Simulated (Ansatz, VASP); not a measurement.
**Two plane-wave programs on AsHF**

```
H As F
1.0
     2.28512    0.00000    0.00000
     0.00000    4.30852    0.00000
     0.00000    0.00000    4.88406
H As F
1 1 1
Direct
  0.00000 0.00000 0.00000
  0.00000 0.50000 0.50000
  0.00000 0.00000 0.50000
```

Alike in both runs: task single point; functional PBE; k mesh 8 × 4 × 4; occupations gaussian, width 0.1 eV; no spin polarisation.

```csv
,VASP,Ansatz
version,VASP 6.6.1,Ansatz 0.2.0
potentials or method,"VASP PAW PBE potentials, release 64 (H, As, F), cutoff 600 eV","scalar-relativistic, plane waves, PAW"
valence electrons in the cell,13,23
```

|  | VASP | Ansatz | Ansatz less VASP |
| --- | --- | --- | --- |
| gap on the k mesh at the Fermi level (eV) | none | none | - |
| pressure (GPa) | 4.6 | 4.6 | -0.02 |
| traceless stress, the component that is largest in VASP (GPa) | 19.49 | 19.17 | -0.325 |

A gap of «none» marks a metal or a gap that the smearing closes. VASP's potentials hold 13 valence electrons a cell and Ansatz's 23, so a difference there can come from the potentials and not from the codes.

The k mesh is coarse, so the values compare programs but aren't converged.
